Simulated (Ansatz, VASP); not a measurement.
**One calculation of K2S, two programs**

POSCAR

```
K2S
1.0
    0.0000000000      3.6034858300      3.6034858300
    3.6034858300      0.0000000000      3.6034858300
    3.6034858300      3.6034858300      0.0000000000
K S
2 1
Direct
    0.2500000000      0.2500000000      0.2500000000
    0.7500000000      0.7500000000      0.7500000000
    0.0000000000      0.0000000000      0.0000000000
```

File INCAR.step1:

```
SYSTEM = K2S
PREC = Accurate
ENCUT = 550
ISMEAR = 0
SIGMA = 0.01
LREAL = .False.
LASPH = .True.
NELM = 120
NBANDS = 19
GGA = PE
ALGO = Normal
EDIFF = 1E-5
LWAVE = .True.
LCHARG = .False.
GGA_COMPAT = .False.
```

Contents of INCAR.step2:

```
SYSTEM = K2S
PREC = Accurate
ENCUT = 550
EDIFF = 1E-6
ISMEAR = 0
SIGMA = 0.01
LREAL = .False.
LASPH = .True.
NELM = 120
ALGO = Normal
ISIF = 2
LWAVE = .False.
LCHARG = .True.
METAGGA = R2SCAN
LMIXTAU = .True.
LELF = .True.
LVHAR = .True.
NBANDS = 19
ISTART = 1
GGA_COMPAT = .False.
```

KPOINTS

```
regular mesh
0
Gamma
  6 6 6
  0 0 0
```

Input for Ansatz:

```yaml
crystal:
  lattice:
    - [0.0, 3.60348583, 3.60348583]
    - [3.60348583, 0.0, 3.60348583]
    - [3.60348583, 3.60348583, 0.0]
  atoms:
    - { symbol: K, position: [0.25, 0.25, 0.25] }
    - { symbol: K, position: [0.75, 0.75, 0.75] }
    - { symbol: S, position: [0.0, 0.0, 0.0] }
kpoints:
  mp_grid: { grid: [6, 6, 6] }
  band_path:
    path:
      - [0.0, 0.0, 0.0]
      - [0.5, 0.0, 0.5]
      - [0.625, 0.25, 0.625]
      - [0.375, 0.375, 0.75]
      - [0.5, 0.5, 0.5]
      - [0.5, 0.25, 0.75]
      - [0.0, 0.5, 0.5]
    npoints: 1
hamiltonian:
  xc: r2scan
scf:
  occupations: { method: fixed }
  n_extra_bands: 4
output:
  forces: true
  stress: true
  eigenvalues: true
```

Change from the starting cell: hydrostatic strain -2.7%.

Alike in both runs: task single point; functional r2SCAN; k mesh 6 × 6 × 6; no spin polarisation.

|  | VASP | Ansatz |
| --- | --- | --- |
| version | VASP 6.6.1 | Ansatz 0.2.0 |
| potentials or method | VASP PAW PBE potentials, release 64 (K_sv, S) | plane waves, PAW |
| plane-wave cutoff (eV) | 550 | 500 |
| occupations | gaussian, width 0.01 eV | fixed |
| valence electrons in the cell | 24 | 24 |

```csv
,VASP,Ansatz,Ansatz less VASP
gap on the k mesh at the Fermi level (eV),2.96,2.96,-0.006
pressure (GPa),2.0,2.0,-0.03
```

VASP's potentials were made for PBE, not for r2SCAN.
